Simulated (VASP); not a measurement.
Zr, 3 atoms in the cell. The cell holds a slab with vacuum, 3 atoms: a = 3.096 Å, b = 3.096 Å, c = 19.055 Å, α = 90.00°, β = 90.00°, γ = 109.47°. 

* Program: VASP 6.6.1
* Task: relaxation of the atoms
* Functional: PBE
* Potentials or basis: VASP PAW PBE potentials, release 64 (Zr_sv)
* Cutoff: 450 eV
* k mesh: 10 × 10 × 1
* Occupations: gaussian, width 0.1 eV
* Spin: no spin polarisation
* Dipole correction: yes
* Atoms held fixed (from 0): [0]
* Further INCAR settings: ALGO = Normal; EDIFF = 1e-07; NELMDL = -8; IBRION = 2; EDIFFG = -0.03; NSW = 70

Potentials or basis: VASP PAW PBE potentials, release 64 (Zr_sv).

The run is started by

```sh
$ cat potpaw_PBE.64/Zr_sv/POTCAR > POTCAR
$ mpirun -np 1 vasp_std > vasp.out
```

Hardware: 1 thread of Intel(R) Xeon(R) 6975P-C (Granite Rapids) (shared host).

Problem. Estimate the wall time of this run.

Solution. It took 5.5 min on 1 thread of Intel(R) Xeon(R) 6975P-C (Granite Rapids), on a shared host, peak memory 0.31 GiB. Counts: scf iterations 127, k points 31, ion steps 7.
